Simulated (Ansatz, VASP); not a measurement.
# CdS5: VASP beside Ansatz

```
Cd S
1.0
    -3.16332    3.16332    3.52308
     3.16332   -3.16332    3.52308
     3.16332    3.16332   -3.52308
Cd S
1 5
Direct
  0.00000 0.00000 0.00000
  0.87025 0.40197 0.27222
  0.59803 0.87025 0.46828
  0.12975 0.59803 0.72778
  0.40197 0.12975 0.53172
  0.50000 0.50000 0.00000
```

Alike in both runs: functional PBE; k mesh 4 × 4 × 4; occupations gaussian, width 0.2 eV; no spin polarisation.

Ansatz relaxed the structure, and its values are those at the end. VASP's run is a single point on that final structure, the one shown.

|  | VASP | Ansatz |
| --- | --- | --- |
| version | VASP 6.6.1 | Ansatz 0.2.0 |
| potentials or method | VASP PAW PBE potentials, release 64 (Cd_sv_GW, S), cutoff 630 eV | scalar-relativistic, plane waves, PAW |
| valence electrons in the cell | 50 | 50 |

Ansatz gave:

* gap on the k mesh at the Fermi level (eV): none
* pressure (GPa): 0.1
* rms of the force components (eV/Å): 0.004

Problem. What did VASP give for the same quantities?

Solution. gap on the k mesh at the Fermi level (eV): none; pressure (GPa): -0.1; rms of the force components (eV/Å): 0.052.

A gap of «none» marks a metal or a gap that the smearing closes. With one functional, cell and mesh, what is left measures potentials, basis and numerics.
